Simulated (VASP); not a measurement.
Re: single point with PBE

The system is Re.

```
CELL_PARAMETERS angstrom
0.00000 2.26955 1.50335
2.26955 0.00000 1.50335
2.26955 2.26955 0.00000
ATOMIC_POSITIONS crystal
Re 0.00000 0.00000 0.00000
```

This cell differs from its parent crystal: volume 15.487 Å^3 an atom, c/a of the conventional cell 0.6624.

```yaml
Program: VASP 6.6.1
Task: single point
Functional: PBE
Potentials_or_basis: VASP PAW PBE potentials, release 64 (Re)
Cutoff: 520 eV
k_mesh: 10 × 10 × 10
Occupations: gaussian, width 0.15 eV
Spin: no spin polarisation
```

```
Pressure : -9.1 GPa
```

Stress tensor (GPa, compression positive):
```
-9.01  0.00  0.00
 0.00 -9.01  0.00
 0.00  0.00 -9.26
```

Levels at points of the mesh, in eV from the Fermi level:
```csv
k point,band 2,band 3,band 4,band 5,band 6,band 7
"(0.00, 0.00, 0.00)",-3.00,-2.13,-2.13,0.26,1.26,15.17
"(0.50, 0.00, 0.00)",-4.83,0.21,0.70,2.05,4.23,9.62
"(0.50, 0.50, 0.00)",-6.46,3.32,3.32,3.52,7.13,7.13
"(0.50, 0.00, 0.50)",-3.97,-0.34,-0.02,1.13,4.13,9.05
```

It took 13 s on 1 thread of Intel Xeon 6975P-C (shared host), peak memory 0.14 GiB.

Caveat: spin-orbit coupling is left out, which moves the levels of the heavy elements.
